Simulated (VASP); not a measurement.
# CdSe (lda) (Imm2) in VASP: relaxation of the atoms with LDA

Aim: the relaxation of the atoms of CdSe (lda) with LDA.

Program: VASP 6.6.1. These are calculated values, not measurements. Logs are shortened: lines on timing, memory, paths and dates and some standing lists are left out, and cuts for length are marked.

### Step 1. The cell of the first run

It takes space group Imm2 (No. 44, orthorhombic). The conventional cell has a = 4.206 Å, b = 4.293 Å, c = 5.948 Å, α = 90.00°, β = 90.00°, γ = 90.00°. Cd (site symmetry mm2) has 4 Se at 2.59 to 2.60 Å within 3.4 Å. Within 3.4 Å of Se (site symmetry mm2) lie 4 Cd at 2.59 to 2.60 Å.

### Step 2. Relaxation of the atoms, LDA (strained cell)

The input, INCAR:

```
SYSTEM = CdSe
PREC     = Accurate       ! precision mode
ENCUT    = 450            ! plane-wave cutoff, eV
EDIFF    = 1E-7           ! SCF threshold, eV
ISMEAR   = 0              ! smearing method
SIGMA    = 0.02           ! smearing width, eV
LREAL    = .False.        ! projectors in reciprocal space
LASPH    = .True.         ! aspherical terms in the spheres
NELM     = 120            ! most SCF steps
ALGO     = Normal         ! electronic algorithm
ISIF     = 2              ! what is computed and relaxed
LWAVE    = .False.        ! write WAVECAR
LCHARG   = .False.        ! write CHGCAR
GGA      = CA             ! functional
IBRION   = 2              ! ionic algorithm
NSW      = 60             ! ionic steps
EDIFFG   = -0.002         ! ionic threshold
GGA_COMPAT= .False.      
NELMIN   = 4
```

The input, KPOINTS:

```
regular mesh
0
Gamma
  10 10 10
  0 0 0
```

The input, POSCAR:

```
CdSe
1.0
    0.0307161631      3.0047482007      2.9740320376
    3.0047482007      0.0307161631      2.9740320376
    3.0354643638      3.0354643638      0.0000000000
Cd Se
1 1
Direct
    0.0021034260      0.0021034260     -0.0021034260
    0.2478965740      0.2478965740      0.2521034260
```

Potentials or basis: VASP PAW LDA potentials, release 64 (Cd, Se).

On the command line:

```console
$ cat potpaw_LDA.64/Cd/POTCAR potpaw_LDA.64/Se/POTCAR > POTCAR
$ mpirun -np 1 vasp_std > vasp.out
```

OUTCAR:

```text
SYSTEM = CdSe
   PREC = Accurate
   ENCUT = 450
   EDIFF = 1E-7
   ISMEAR = 0
   LREAL = .False.
   LASPH = .True.
   NELM = 120
   ISIF = 2
   GGA = CA
   IBRION = 2
   NSW = 60
   EDIFFG = -0.002
   NELMIN = 4

 ion  position               nearest neighbor table
   1  0.002  0.002  0.998-   2 2.59   2 2.59   2 2.60   2 2.60
   2  0.248  0.248  0.252-   1 2.59   1 2.59   1 2.60   1 2.60

  LATTYP: Found a body centered orthorhombic cell.
 ALAT       =     4.2059164425
 B/A-ratio  =     1.0206562422
 C/A-ratio  =     1.4142135624

  Lattice vectors:

 A1 = (   3.0047482007,   0.0307161631,  -2.9740320376)
 A2 = (  -3.0047482007,  -0.0307161631,  -2.9740320376)
 A3 = (   0.0307161631,   3.0047482007,   2.9740320376)

Analysis of symmetry for initial positions (statically):
=====================================================================
 Subroutine PRICEL returns:
 Original cell was already a primitive cell.

 Routine SETGRP: Setting up the symmetry group for a
 body centered orthorhombic supercell.

 Subroutine GETGRP returns: Found  4 space group operations
 (whereof  4 operations were pure point group operations)
 out of a pool of  8 trial point group operations.

The static configuration has the point symmetry C_2v.

Analysis of symmetry for dynamics (positions and initial velocities):
=====================================================================
 Subroutine PRICEL returns:
 Original cell was already a primitive cell.

 Routine SETGRP: Setting up the symmetry group for a
 body centered orthorhombic supercell.

 Subroutine GETGRP returns: Found  4 space group operations
 (whereof  4 operations were pure point group operations)
 out of a pool of  8 trial point group operations.

The dynamic configuration has the point symmetry C_2v.

 Subroutine INISYM returns: Found  4 space group operations
 (whereof  4 operations are pure point group operations),
 and found     1 'primitive' translations

----------------------------------------------------------------------------------------

                                     Primitive cell

  volume of cell :      53.6966

  direct lattice vectors                    reciprocal lattice vectors
     0.030716163  3.004748201  2.974032038    -0.168121928  0.168121928  0.168121928
     3.004748201  0.030716163  2.974032038     0.168121928 -0.168121928  0.168121928
     3.035464364  3.035464364  0.000000000     0.164719443  0.164719443 -0.168121928

  length of vectors
     4.227803424  4.227803424  4.292794871     0.291195721  0.291195721  0.287280303

  position of ions in fractional coordinates (direct lattice)
     0.002103426  0.002103426  0.997896574
     0.247896574  0.247896574  0.252103426

  ion indices of the primitive-cell ions
   primitive index   ion index
                 1           1
                 2           2

----------------------------------------------------------------------------------------

 KPOINTS: regular mesh

Automatic generation of k-mesh.
 Grid dimensions read from file:
 generate k-points for:   10   10   10

 Generating k-lattice:

  Cartesian coordinates                     Fractional coordinates (reciprocal lattice)
    -0.016812193  0.016812193  0.016812193     0.100000000  0.000000000  0.000000000
     0.016812193 -0.016812193  0.016812193     0.000000000  0.100000000  0.000000000
     0.016471944  0.016471944 -0.016812193     0.000000000  0.000000000  0.100000000

  Length of vectors
     0.029119572  0.029119572  0.028728030

  Shift w.r.t. Gamma in fractional coordinates (k-lattice)
     0.000000000  0.000000000  0.000000000

 Subroutine IBZKPT returns following result:
 ===========================================

 Found    171 irreducible k-points:

 Following reciprocal coordinates:
            Coordinates               Weight
  0.000000  0.000000  0.000000      1.000000
  0.100000 -0.000000  0.000000      4.000000
  0.200000 -0.000000  0.000000      4.000000
  0.300000 -0.000000  0.000000      4.000000
  0.400000 -0.000000  0.000000      4.000000
  0.500000  0.000000  0.000000      2.000000
[... 16 lines left out ...]
  0.300000  0.300000  0.000000      2.000000
  0.400000  0.300000  0.000000      4.000000
 [... further k-points ...]
   k-points           NKPTS =    171   k-points in BZ     NKDIM =    171   number of bands    NBANDS=     13
   number of dos      NEDOS =    301   number of ions     NIONS =      2
   total plane-waves  NPLWV =  27000
   dimension x,y,z NGX =    30 NGY =   30 NGZ =   30
   dimension x,y,z NGXF=    60 NGYF=   60 NGZF=   60
   ions per type =               1   1
   NGX,Y,Z   is equivalent  to a cutoff of  11.80, 11.80, 11.62 a.u.
   NGXF,Y,Z  is equivalent  to a cutoff of  23.59, 23.59, 23.24 a.u.
 SYSTEM =  CdSe
   PREC   = accura    normal or accurate (medium, high low for compatibility)
   ISTART =      0    job   : 0-new  1-cont  2-samecut
   ICHARG =      2    charge: 1-file 2-atom 10-const
   ISPIN  =      1    spin polarized calculation?
   LNONCOLLINEAR =      F non collinear calculations
   LSORBIT =      F    spin-orbit coupling
   LASPH  =      T    aspherical Exc in radial PAW
   ENCUT  =  450.0 eV  33.07 Ry    5.75 a.u.   7.31  7.31  7.43*2*pi/ulx,y,z
   NELM   =    120;   NELMIN=  4; NELMDL= -5     # of ELM steps
   EDIFF  = 0.1E-06   stopping-criterion for ELM
   LREAL  =      F    real-space projection
   EDIFFG = -.2E-02   stopping-criterion for IOM
   NSW    =     60    number of steps for IOM
   IBRION =      2    ionic relax: 0-MD 1-quasi-New 2-CG
   NFREE  =      1    steps in history (QN), initial steepest desc. (CG)
   ISIF   =      2    stress and relaxation
   ISYM   =      2    0-nonsym 1-usesym 2-fastsym
   POTIM  = 0.5000    time-step for ionic-motion
   TEBEG  =    0.0;   TEEND  =   0.0 temperature during run
   PSTRESS=    0.0 pullay stress
   NELECT =      18.0000    total number of electrons
   NUPDOWN=      -1.0000    fix difference up-down
   EMIN   =  10.00;   EMAX   =-10.00  energy-range for DOS
   EFERMI =   0.00;   METHOD = LEGACY
   ISMEAR =     0;   SIGMA  =   0.02  broadening in eV -4-tet -1-fermi 0-gaus
   EFERMI_NEDOS =   21; number of points for ismear=-14 and -15
   IALGO  =     38    algorithm
   IMIX   =      4    mixing-type and parameters
     AMIX     =   0.40;   BMIX     =  1.00
     AMIX_MAG =   1.60;   BMIX_MAG =  1.00
  volume/ion in A,a.u.               =      26.85       181.18
  Fermi-wavevector in a.u.,A,eV,Ry     =   1.137235  2.149062 17.596460  1.293303
  Thomas-Fermi vector in A             =   2.273940
   LORBIT       =      0    0 simple, 1 ext, 2 COOP (PROOUT), +10 PAW based schemes
   GGA     = CA    functional components
   LHFCALC =     F    Hartree Fock is set to
   AEXX    =    0.0000 exact exchange contribution
   IVDW    =     0    specifies the selected vdW correction
   LEPSILON=     F    determine dielectric tensor
   LRPA    =     F    only Hartree local field effects (RPA)
 conjugate gradient relaxation of ions
 non-spin polarized calculation
 Gauss-broadening in eV      SIGMA  =   0.02
  energy-cutoff  :      450.00
  volume of cell :       53.70
 maximum number of plane-waves:      1187
 NGX is ok and might be reduce to    30
   NGX = 15   NGY = 15   NGZ = 15

--------------------------------------- Ionic step        1  -------------------------------------------

 number of electron      18.0000001 magnetization

 Free energy of the ion-electron system (eV)
  ---------------------------------------------------
  ext. energy  EPLUGINS =         0.00000000
  ---------------------------------------------------
  free energy    TOTEN  =        -6.75720761 eV

  energy without entropy =       -6.75720761  energy(sigma->0) =       -6.75720761

------------------------ aborting loop because EDIFF is reached ----------------------------------------

  FORCE on cell =-STRESS in cart. coord.  units (eV):
  Direction    XX          YY          ZZ          XY          YZ          ZX
  --------------------------------------------------------------------------------------
  -------------------------------------------------------------------------------------
  Total        0.2917240      0.2917240      0.3503992     -0.1813388      0.0000000      0.0000000
  in kB        8.7043496      8.7043496     10.4550784     -5.4107182      0.0000000      0.0000000
  external PRESSURE =       9.2879258 kB  Pullay stress =       0.0000000 kB

 VOLUME and BASIS-vectors are now :
 -----------------------------------------------------------------------------
  energy-cutoff  :      450.00
  volume of cell :       53.70
      direct lattice vectors                 reciprocal lattice vectors
     0.030716163  3.004748201  2.974032038    -0.168121928  0.168121928  0.168121928
     3.004748201  0.030716163  2.974032038     0.168121928 -0.168121928  0.168121928
     3.035464364  3.035464364  0.000000000     0.164719443  0.164719443 -0.168121928
[... 37 lines left out ...]
 POSITION                                       TOTAL-FORCE (eV/Angst)
 -----------------------------------------------------------------------------------
      3.03546      3.03546      0.01328         0.000000      0.000000      0.007481
      1.51773      1.51773      1.47374         0.000000      0.000000     -0.007481
 -----------------------------------------------------------------------------------
    total drift:                               -0.000000     -0.000000      0.000216

  FREE ENERGIE OF THE ION-ELECTRON SYSTEM (eV)
  ---------------------------------------------------
  free  energy   TOTEN  =        -6.7572250929 eV

  energy  without entropy=       -6.7572250929  energy(sigma->0) =       -6.75722509

--------------------------------------- Ionic step        3  -------------------------------------------

 number of electron      18.0000001 magnetization

 Free energy of the ion-electron system (eV)
  ---------------------------------------------------
  ext. energy  EPLUGINS =         0.00000000
  ---------------------------------------------------
  free energy    TOTEN  =        -6.75722974 eV

  energy without entropy =       -6.75722974  energy(sigma->0) =       -6.75722974

 E-fermi :   1.3440     XC(G=0):  -9.4981

 val. band max:        1.2408788916   @ k =   0.0000   0.0000   0.0000
 cond. band min:       1.6591819483   @ k =   0.0000   0.0000   0.0000
 fundamental gap:      0.4183030566
 Fermi energy:         1.3439603726

 k-point     1 :       0.0000    0.0000    0.0000
  band No.  band energies     occupation
      1     -11.7159      2.00000
      2      -6.9300      2.00000
      3      -6.9188      2.00000
      4      -6.9158      2.00000
      5      -6.4920      2.00000
      6      -6.4881      2.00000
      7       1.1450      2.00000
      8       1.2224      2.00000
      9       1.2409      2.00000
     10       1.6592      0.00000
     11       6.8860      0.00000
     12       7.0024      0.00000
     13       7.1188      0.00000

 k-point     2 :       0.1000   -0.0000    0.0000
  band No.  band energies     occupation
      1     -11.6757      2.00000
      2      -6.9165      2.00000
      3      -6.9053      2.00000
      4      -6.8861      2.00000
      5      -6.4931      2.00000
      6      -6.4891      2.00000
      7       0.2252      2.00000
      8       1.0482      2.00000
      9       1.1374      2.00000
     10       2.5078      0.00000
     11       6.8842      0.00000
[... 339 lines left out ...]
 k-point    24 :       0.4000    0.3000    0.0000
  band No.  band energies     occupation
      1     -11.2647      2.00000
      2      -6.7394      2.00000
      3      -6.6981      2.00000
      4      -6.6549      2.00000
      5      -6.4383      2.00000
      6      -6.3113      2.00000
      7      -2.5073      2.00000
      8      -0.5725      2.00000
      9      -0.5563      2.00000
     10       4.4608      0.00000
     11       5.2762      0.00000
     12       8.7066      0.00000
     13       9.7723      0.00000

 [... further k-points ...]

------------------------ aborting loop because EDIFF is reached ----------------------------------------

  FORCE on cell =-STRESS in cart. coord.  units (eV):
  Direction    XX          YY          ZZ          XY          YZ          ZX
  --------------------------------------------------------------------------------------
  -------------------------------------------------------------------------------------
  Total        0.2902122      0.2902122      0.3482047     -0.1592895      0.0000000      0.0000000
  in kB        8.6592419      8.6592419     10.3895998     -4.7528205      0.0000000      0.0000000
  external PRESSURE =       9.2360279 kB  Pullay stress =       0.0000000 kB

 VOLUME and BASIS-vectors are now :
 -----------------------------------------------------------------------------
  energy-cutoff  :      450.00
  volume of cell :       53.70
      direct lattice vectors                 reciprocal lattice vectors
     0.030716163  3.004748201  2.974032038    -0.168121928  0.168121928  0.168121928
     3.004748201  0.030716163  2.974032038     0.168121928 -0.168121928  0.168121928
     3.035464364  3.035464364  0.000000000     0.164719443  0.164719443 -0.168121928

 POSITION                                       TOTAL-FORCE (eV/Angst)
 -----------------------------------------------------------------------------------
      3.03546      3.03546      0.01396         0.000000      0.000000     -0.000159
      1.51773      1.51773      1.47306        -0.000000     -0.000000      0.000159
 -----------------------------------------------------------------------------------
    total drift:                               -0.000000     -0.000000      0.000144

  FREE ENERGIE OF THE ION-ELECTRON SYSTEM (eV)
  ---------------------------------------------------
  free  energy   TOTEN  =        -6.7572297378 eV

  energy  without entropy=       -6.7572297378  energy(sigma->0) =       -6.75722974

 reached required accuracy - stopping structural energy minimisation
```

Wall time 2 min (1 thread of Intel Xeon 6975P-C, shared host); peak memory 0.24 GiB.

What came out:

```yaml
Free_energy: -6.7572 eV
Energy_gained_by_relaxing: 0.0 meV/atom
Ionic_steps: 3
Pressure_after_relaxing: 0.9 GPa
Band_gap_on_the_k_mesh: 0.42 eV, direct
```

Final structure:
```
CELL_PARAMETERS angstrom
0.03072 3.00475 2.97403
3.00475 0.03072 2.97403
3.03546 3.03546 0.00000
ATOMIC_POSITIONS crystal
Cd 0.00235 0.00235 0.99765
Se 0.24765 0.24765 0.25235
```

Levels at points of the mesh, in eV from the valence-band top:
```csv
k point,band 7,band 8,band 9,band 10,band 11,band 12
"(0.00, 0.00, 0.00)",-0.10,-0.02,0.00,0.42,5.65,5.76
"(0.50, 0.00, 0.00)",-4.77,-0.96,-0.84,2.14,6.19,6.27
"(0.50, 0.50, 0.00)",-4.38,-2.21,-2.02,2.75,3.59,9.14
"(0.00, 0.00, 0.50)",-4.83,-0.86,-0.83,2.28,6.31,6.38
"(0.50, 0.00, 0.50)",-4.44,-2.08,-2.06,2.82,3.64,9.01
```

Caveat: the cell differs from its parent crystal (strained cell).
